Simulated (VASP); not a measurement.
NbTe3, 8 atoms in the cell. Symmetry: P6_3/mmc, No. 194, hexagonal system. Conventional cell: a = 9.794 Å, b = 9.794 Å, c = 3.435 Å, α = 90.00°, β = 90.00°, γ = 120.00°. Within 3.7 Å of Nb (site symmetry -6m2) lie 6 Te at 2.77 Å and 2 Nb at 3.44 Å. Within 3.9 Å of Te (site symmetry mm2) lie 2 Nb at 2.77 Å and 8 Te at 3.44 to 3.88 Å. 

```yaml
Program: VASP 6.6.1
Task: single point
Functional: PBE
Potentials_or_basis: VASP PAW PBE potentials, release 64 (Nb_sv, Te)
Cutoff: 520 eV
k_mesh: 3 × 3 × 6
Occupations: gaussian, width 0.1 eV
Spin: no spin polarisation
Dipole_correction: no
Further_INCAR_settings: ALGO = Normal; EDIFF = 1e-07; NBANDS = 41
```

Potentials or basis: VASP PAW PBE potentials, release 64 (Nb_sv, Te).

Command:

```bash
$ cat potpaw_PBE.64/Nb_sv/POTCAR potpaw_PBE.64/Te/POTCAR > POTCAR
$ mpirun -np 1 vasp_std > vasp.out
```

Hardware: 1 thread of Intel Xeon 8259CL, on a shared host.

Task: How long does it take, and how much memory?

Result: Run time: 8.5 min on 1 thread of Intel Xeon 8259CL, with other jobs on the host, peak memory 0.48 GiB. Counts: scf iterations 19, k points 12.
